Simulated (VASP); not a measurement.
# Re (P-3m1) in VASP: further runs

The runs below take Re through single point, with PBE.

Program: VASP 6.6.1. These are calculated values, not measurements. Logs are shortened: lines on timing, memory, paths and dates and some standing lists are left out, and cuts for length are marked.

**1. The cell of the first run**

Symmetry: P-3m1, No. 164, trigonal system. Conventional cell: a = 2.775 Å, b = 2.775 Å, c = 4.484 Å, α = 90.00°, β = 90.00°, γ = 120.00°. Re (site symmetry 3m) has 12 Re at 2.38 to 3.16 Å within 3.2 Å.

**2. Single point, PBE (atoms displaced along a vibrational mode)**

Contents of INCAR:

```
SYSTEM = Re
ALGO     = Normal         ! electronic algorithm
EDIFF    = 1E-6           ! SCF threshold, eV
ENCUT    = 520            ! plane-wave cutoff, eV
GGA      = PE             ! functional
ISIF     = 2              ! what is computed and relaxed
ISMEAR   = 0              ! smearing method
LASPH    = .True.         ! aspherical terms in the spheres
LCHARG   = .False.        ! write CHGCAR
LREAL    = .False.        ! projectors in reciprocal space
LWAVE    = .False.        ! write WAVECAR
NBANDS   = 14             ! bands
NELM     = 80             ! most SCF steps
PREC     = Accurate       ! precision mode
SIGMA    = 0.15           ! smearing width, eV
```

Contents of KPOINTS:

```
k-points
0
Gamma
  18 18 10
  0 0 0
```

Contents of POSCAR:

```
Re
1.0
    2.7748241524      0.0000000000      0.0000000000
   -1.3874120762      2.4030682070      0.0000000000
    0.0000000000      0.0000000000      4.4842238099
Re
2
Direct
    0.3333333333      0.6666666667      0.1958100197
    0.6666666667      0.3333333333      0.8041899803
```

Potentials or basis: VASP PAW PBE potentials, release 64 (Re).

Run with:

```
$ cat potpaw_PBE.64/Re/POTCAR > POTCAR
$ mpirun -np 1 vasp_std > vasp.out
```

OUTCAR:

```text
SYSTEM = Re
   EDIFF = 1E-6
   ENCUT = 520
   GGA = PE
   ISIF = 2
   ISMEAR = 0
   LASPH = .True.
   LREAL = .False.
   NELM = 80
   PREC = Accurate

 ion  position               nearest neighbor table
   1  0.333  0.667  0.196-   2 2.38   2 2.38   2 2.38   2 3.16   2 3.16   2 3.16
   2  0.667  0.333  0.804-   1 2.38   1 2.38   1 2.38   1 3.16   1 3.16   1 3.16

  LATTYP: Found a hexagonal cell.
 ALAT       =     2.7748241524
 C/A-ratio  =     1.6160389140

  Lattice vectors:

 A1 = (   2.7748241524,   0.0000000000,   0.0000000000)
 A2 = (  -1.3874120762,   2.4030682070,   0.0000000000)
 A3 = (   0.0000000000,   0.0000000000,   4.4842238099)

Analysis of symmetry for initial positions (statically):
=====================================================================
 Subroutine PRICEL returns:
 Original cell was already a primitive cell.

 Routine SETGRP: Setting up the symmetry group for a
 hexagonal supercell.

 Subroutine GETGRP returns: Found 12 space group operations
 (whereof 12 operations were pure point group operations)
 out of a pool of 24 trial point group operations.

The static configuration has the point symmetry D_3d.

Analysis of symmetry for dynamics (positions and initial velocities):
=====================================================================
 Subroutine PRICEL returns:
 Original cell was already a primitive cell.

 Routine SETGRP: Setting up the symmetry group for a
 hexagonal supercell.

 Subroutine GETGRP returns: Found 12 space group operations
 (whereof 12 operations were pure point group operations)
 out of a pool of 24 trial point group operations.

The dynamic configuration has the point symmetry D_3d.

 Subroutine INISYM returns: Found 12 space group operations
 (whereof 12 operations are pure point group operations),
 and found     1 'primitive' translations

----------------------------------------------------------------------------------------

                                     Primitive cell

  volume of cell :      29.9012

  direct lattice vectors                    reciprocal lattice vectors
     2.774824152  0.000000000  0.000000000     0.360383197  0.208067336  0.000000000
    -1.387412076  2.403068207  0.000000000     0.000000000  0.416134672  0.000000000
     0.000000000  0.000000000  4.484223810     0.000000000  0.000000000  0.223004034

  length of vectors
     2.774824152  2.774824152  4.484223810     0.416134672  0.416134672  0.223004034

  position of ions in fractional coordinates (direct lattice)
     0.333333333  0.666666667  0.195810020
     0.666666667  0.333333333  0.804189980

  ion indices of the primitive-cell ions
   primitive index   ion index
                 1           1
                 2           2

----------------------------------------------------------------------------------------

 KPOINTS: k-points

Automatic generation of k-mesh.
 Grid dimensions read from file:
 generate k-points for:   18   18   10

 Generating k-lattice:

  Cartesian coordinates                     Fractional coordinates (reciprocal lattice)
     0.020021289  0.011559296  0.000000000     0.055555556  0.000000000  0.000000000
     0.000000000  0.023118593  0.000000000     0.000000000  0.055555556  0.000000000
     0.000000000  0.000000000  0.022300403     0.000000000  0.000000000  0.100000000

  Length of vectors
     0.023118593  0.023118593  0.022300403

  Shift w.r.t. Gamma in fractional coordinates (k-lattice)
     0.000000000  0.000000000  0.000000000

 Subroutine IBZKPT returns following result:
 ===========================================

 Found    330 irreducible k-points:

 Following reciprocal coordinates:
            Coordinates               Weight
  0.000000  0.000000  0.000000      1.000000
  0.055556  0.000000  0.000000      6.000000
  0.111111  0.000000  0.000000      6.000000
  0.166667  0.000000  0.000000      6.000000
  0.222222  0.000000  0.000000      6.000000
  0.277778  0.000000  0.000000      6.000000
[... 16 lines left out ...]
  0.333333  0.111111  0.000000     12.000000
  0.388889  0.111111  0.000000     12.000000
 [... further k-points ...]
   k-points           NKPTS =    330   k-points in BZ     NKDIM =    330   number of bands    NBANDS=     14
   number of dos      NEDOS =    301   number of ions     NIONS =      2
   total plane-waves  NPLWV =  20736
   dimension x,y,z NGX =    24 NGY =   24 NGZ =   36
   dimension x,y,z NGXF=    48 NGYF=   48 NGZF=   72
   ions per type =               2
   NGX,Y,Z   is equivalent  to a cutoff of  14.38, 14.38, 13.35 a.u.
   NGXF,Y,Z  is equivalent  to a cutoff of  28.76, 28.76, 26.69 a.u.
 SYSTEM =  Re
   PREC   = accura    normal or accurate (medium, high low for compatibility)
   ISTART =      0    job   : 0-new  1-cont  2-samecut
   ICHARG =      2    charge: 1-file 2-atom 10-const
   ISPIN  =      1    spin polarized calculation?
   LNONCOLLINEAR =      F non collinear calculations
   LSORBIT =      F    spin-orbit coupling
   LASPH  =      T    aspherical Exc in radial PAW
   ENCUT  =  520.0 eV  38.22 Ry    6.18 a.u.   5.16  5.16  8.34*2*pi/ulx,y,z
   NELM   =     80;   NELMIN=  2; NELMDL= -5     # of ELM steps
   EDIFF  = 0.1E-05   stopping-criterion for ELM
   LREAL  =      F    real-space projection
   EDIFFG = 0.1E-04   stopping-criterion for IOM
   NSW    =      0    number of steps for IOM
   IBRION =     -1    ionic relax: 0-MD 1-quasi-New 2-CG
   NFREE  =      0    steps in history (QN), initial steepest desc. (CG)
   ISIF   =      2    stress and relaxation
   ISYM   =      2    0-nonsym 1-usesym 2-fastsym
   POTIM  = 0.5000    time-step for ionic-motion
   TEBEG  =    0.0;   TEEND  =   0.0 temperature during run
   PSTRESS=    0.0 pullay stress
   NELECT =      14.0000    total number of electrons
   NUPDOWN=      -1.0000    fix difference up-down
   EMIN   =  10.00;   EMAX   =-10.00  energy-range for DOS
   EFERMI =   0.00;   METHOD = LEGACY
   ISMEAR =     0;   SIGMA  =   0.15  broadening in eV -4-tet -1-fermi 0-gaus
   EFERMI_NEDOS =   21; number of points for ismear=-14 and -15
   IALGO  =     38    algorithm
   IMIX   =      4    mixing-type and parameters
     AMIX     =   0.40;   BMIX     =  1.00
     AMIX_MAG =   1.60;   BMIX_MAG =  1.00
  volume/ion in A,a.u.               =      14.95       100.89
  Fermi-wavevector in a.u.,A,eV,Ry     =   1.271221  2.402260 21.987070  1.616004
  Thomas-Fermi vector in A             =   2.404166
   LORBIT       =      0    0 simple, 1 ext, 2 COOP (PROOUT), +10 PAW based schemes
   GGA     = PE    functional components
   LHFCALC =     F    Hartree Fock is set to
   AEXX    =    0.0000 exact exchange contribution
   IVDW    =     0    specifies the selected vdW correction
   LEPSILON=     F    determine dielectric tensor
   LRPA    =     F    only Hartree local field effects (RPA)
 non-spin polarized calculation
 Gauss-broadening in eV      SIGMA  =   0.15
  energy-cutoff  :      520.00
  volume of cell :       29.90
 maximum number of plane-waves:       817
 NGX is ok and might be reduce to    24
   NGX = 11   NGY = 11   NGZ = 17

 number of electron      14.0000000 magnetization

 Free energy of the ion-electron system (eV)
  ---------------------------------------------------
  ext. energy  EPLUGINS =         0.00000000
  ---------------------------------------------------
  free energy    TOTEN  =       -23.42600283 eV

  energy without entropy =      -23.40819910  energy(sigma->0) =      -23.41710097

 E-fermi :   7.8846     XC(G=0): -13.4773

 val. band max:        7.8835586489   @ k =   0.3889   0.0556   0.0000
 cond. band min:       7.8858021604   @ k =   0.2778   0.0000   0.1000
 fundamental gap:      0.0022435116
 Fermi energy:         7.8846019291

 k-point     1 :       0.0000    0.0000    0.0000
  band No.  band energies     occupation
      1      -1.9878      2.00000
      2       0.5305      2.00000
      3       5.1241      2.00000
      4       5.1241      2.00000
      5       5.3044      2.00000
      6       5.3044      2.00000
      7       6.0700      2.00000
      8       9.0498      0.00000
      9       9.0498      0.00000
     10      10.4247      0.00000
     11      12.0655      0.00000
     12      12.0655      0.00000
     13      14.6223      0.00000
     14      21.3069      0.00000

 k-point     2 :       0.0556    0.0000    0.0000
  band No.  band energies     occupation
      1      -1.8580      2.00000
      2       0.6434      2.00000
      3       4.8341      2.00000
      4       5.2044      2.00000
      5       5.2266      2.00000
      6       5.3727      2.00000
      7       6.3105      2.00000
      8       8.8950      0.00000
      9       9.0260      0.00000
     10       9.8388      0.00000
     11      12.1382      0.00000
     12      12.8008      0.00000
     13      14.7497      0.00000
     14      21.5939      0.00000

 k-point     3 :       0.1111    0.0000    0.0000
  band No.  band energies     occupation
      1      -1.4802      2.00000
      2       0.9595      2.00000
      3       4.2977      2.00000
      4       5.0174      2.00000
      5       5.3428      2.00000
      6       5.6538      2.00000
      7       6.7195      2.00000
      8       8.3339      0.00002
      9       9.0067      0.00000
     10       9.1891      0.00000
     11      12.3223      0.00000
     12      14.0206      0.00000
     13      15.1162      0.00000
     14      22.4025      0.00000
[... 324 lines left out ...]
 k-point    23 :       0.3333    0.1111    0.0000
  band No.  band energies     occupation
      1       1.3250      2.00000
      2       2.0219      2.00000
      3       2.9398      2.00000
      4       4.6541      2.00000
      5       5.3271      2.00000
      6       6.3550      2.00000
      7       7.7416      1.82236
      8      10.1871      0.00000
      9      10.4228      0.00000
     10      12.1446      0.00000
     11      12.7193      0.00000
     12      16.5613      0.00000
     13      17.6421      0.00000
     14      18.8415      0.00000

 k-point    24 :       0.3889    0.1111    0.0000
  band No.  band energies     occupation
      1       1.1592      2.00000
      2       2.1460      2.00000
      3       2.7568      2.00000
      4       4.8308      2.00000
      5       5.7127      2.00000
      6       6.4787      2.00000
      7       7.8748      1.07377
      8      10.9175      0.00000
      9      11.1845      0.00000
     10      12.2162      0.00000
     11      13.2491      0.00000
     12      15.7574      0.00000
     13      17.1262      0.00000
     14      18.4133      0.00000

 [... further k-points ...]

------------------------ aborting loop because EDIFF is reached ----------------------------------------

  FORCE on cell =-STRESS in cart. coord.  units (eV):
  Direction    XX          YY          ZZ          XY          YZ          ZX
  --------------------------------------------------------------------------------------
  -------------------------------------------------------------------------------------
  Total        6.6734886      6.6734886      9.6610182      0.0000000      0.0000000     -0.0000000
  in kB      357.5811848    357.5811848    517.6600350      0.0000000      0.0000000     -0.0000000
  external PRESSURE =     410.9408016 kB  Pullay stress =       0.0000000 kB

 VOLUME and BASIS-vectors are now :
 -----------------------------------------------------------------------------
  energy-cutoff  :      520.00
  volume of cell :       29.90
      direct lattice vectors                 reciprocal lattice vectors
     2.774824152  0.000000000  0.000000000     0.360383197  0.208067336  0.000000000
    -1.387412076  2.403068207  0.000000000     0.000000000  0.416134672  0.000000000
     0.000000000  0.000000000  4.484223810     0.000000000  0.000000000  0.223004034

 POSITION                                       TOTAL-FORCE (eV/Angst)
 -----------------------------------------------------------------------------------
     -0.00000      1.60205      0.87806         0.000000     -0.000000      7.873850
      1.38741      0.80102      3.60617        -0.000000      0.000000     -7.873850
 -----------------------------------------------------------------------------------
    total drift:                               -0.000000      0.000000      0.000000

  FREE ENERGIE OF THE ION-ELECTRON SYSTEM (eV)
  ---------------------------------------------------
  free  energy   TOTEN  =       -23.4260028326 eV

  energy  without entropy=      -23.4081991034  energy(sigma->0) =      -23.41710097
```

Run time: 2.4 min. Hardware: 1 thread of Oxide Virtual Turin-like, shared host; peak memory 0.22 GiB.

What came out:

```yaml
Free_energy: -23.4260 eV
Pressure: 41.1 GPa
Largest_force: 7.874 eV/Å
Band_gap_on_the_k_mesh: zero (bands 7 and 8 overlap by 2.83 eV)
```

Forces in eV/Å, atoms in the order of the input:
```
Re   0.000  0.000  7.874
Re   0.000  0.000 -7.874
```

Stress tensor (GPa, compression positive):
```
35.76  0.00  0.00
 0.00 35.76  0.00
 0.00  0.00 51.77
```

Caveat: the cell differs from its parent crystal (atoms displaced along a vibrational mode); the stress differs along the axes, from 36 to 52 GPa; spin-orbit coupling is left out, which moves the levels of the heavy elements; forces of over 1 eV/Å act on the atoms, so gaps and moduli don't describe the material at rest.

[end of part 1 of 2]
